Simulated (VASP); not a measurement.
CsH: single point with r2SCAN

Crystal: CsH.

```xyz
4
Lattice="3.1787 3.1787 0.0000 -3.1787 3.1787 0.0000 0.0000 0.0000 6.6310" Properties=species:S:1:pos:R:3 pbc="T T T"
Cs    0.0000    0.0000    0.0000
Cs    0.0000    3.1787    3.3155
H     0.0000    3.1787    0.0000
H     0.0000    0.0000    3.3155
```

This cell differs from its parent crystal: uniaxial strain along c: +4.0 %, then relaxed in part.

```yaml
Program: VASP 6.6.1
Task: single point
Functional: r2SCAN
Potentials_or_basis: VASP PAW PBE potentials, release 64 (Cs_sv, H)
Cutoff: 520 eV
k_mesh: 6 × 6 × 4
Occupations: gaussian, width 0.02 eV
Spin: no spin polarisation
```

```json
{"Pressure": "-0.2 GPa", "Band gap on the k mesh": "2.69 eV"}
```

Stress tensor (GPa, compression positive):
```
 0.03  0.00  0.00
 0.00  0.03  0.00
 0.00  0.00 -0.75
```

Levels at points of the mesh, in eV from the valence-band top:
```
           k point  band 7  band 8  band 9  band 10  band 11  band 12  band 13  band 14
(0.00, 0.00, 0.00)   -8.17   -8.17   -1.59    -1.07     3.64     5.56     5.68     5.76
(0.50, 0.00, 0.00)   -8.23   -8.23   -0.32    -0.32     3.74     3.74     4.39     4.39
(0.50, 0.50, 0.00)   -8.45   -8.45   -1.07    -1.07     3.52     3.52     6.06     6.06
(0.00, 0.00, 0.50)   -8.28   -8.28   -0.99    -0.99     4.35     4.35     4.61     4.61
(0.50, 0.00, 0.50)   -8.23   -8.23    0.00     0.00     2.69     2.69     5.12     5.12
(0.50, 0.50, 0.50)   -8.48   -8.48   -0.75    -0.75     4.55     4.55     4.55     4.55
```

It took 2.9 min on 1 thread of AMD EPYC 7R13 (shared host), peak memory 0.29 GiB.

Caveat: the cell differs from its parent crystal (uniaxial strain along c: +4.0 %, then relaxed in part); the PAW data sets were made with another functional, which shifts forces and pressure a little; spin-orbit coupling is left out, which moves the levels of the heavy elements. A k mesh can miss the band edges.
